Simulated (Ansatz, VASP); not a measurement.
# One calculation of Cd, two programs

```xyz
1
Lattice="-1.7249 1.7249 1.7249 1.7249 -1.7249 1.7249 1.7249 1.7249 -1.7249" Properties=species:S:1:pos:R:3 pbc="T T T"
Cd    0.0000    0.0000    0.0000
```

Alike in both runs: task single point; functional PBE; k mesh 16 × 16 × 16; occupations gaussian, width 0.1 eV; no spin polarisation.

|  | VASP | Ansatz |
| --- | --- | --- |
| version | VASP 6.6.1 | Ansatz 0.2.0 |
| potentials or method | VASP PAW PBE potentials, release 64 (Cd), cutoff 520 eV | scalar-relativistic, plane waves, PAW |
| valence electrons in the cell | 12 | 20 |

Ansatz gave:

| Property | Result |
| --- | --- |
| gap on the k mesh at the Fermi level (eV) | none |
| pressure (GPa) | 7.3 |

Task: What did VASP give for the same quantities?

Result: gap on the k mesh at the Fermi level (eV): none; pressure (GPa): 7.7.

A gap of «none» marks a metal or a gap that the smearing closes. VASP's potentials hold 12 valence electrons a cell and Ansatz's 20, so a difference there can come from the potentials and not from the codes.
